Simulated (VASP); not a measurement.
CuO:

```xyz
4
Lattice="3.2880 0.0000 0.0000 -1.6440 2.8475 0.0000 0.0000 0.0000 5.3850" Properties=species:S:1:pos:R:3 pbc="T T T"
Cu    1.6440    0.9492    0.0000
Cu    0.0000    1.8983    2.6925
O     1.6440    0.9492    3.3667
O     0.0000    1.8983    0.6742
```

Base run:

- Program: VASP 6.6.1
- Functional: PBE
- Potentials or basis: VASP PAW PBE potentials, release 64 (Cu, O)
- Cutoff: 520 eV
- k mesh: 9 × 9 × 5
- Occupations: fermi-dirac, width 0.05 eV
- Spin: no spin polarisation
- Hubbard terms: Cu d U = 2.0 eV

Its results: band gap on the k mesh zero (bands 17 and 18 overlap by 1.37 eV); pressure -9.2 GPa; largest force 0.058 eV/Å.

Question: The run is repeated on the same cell with these changes: hubbard terms from Cu d U = 2.0 eV to none. What comes out?

Answer: Band gap on the k mesh zero (bands 17 and 18 overlap by 1.33 eV); pressure -8.7 GPa; largest force 0.073 eV/Å.

Caveats: the cell stands under tension; U without spin polarisation on a metal has little footing (at least some runs); semilocal functionals often make such compounds metallic where correlation or magnetic order opens a gap, which also shifts bond lengths (at least some runs).
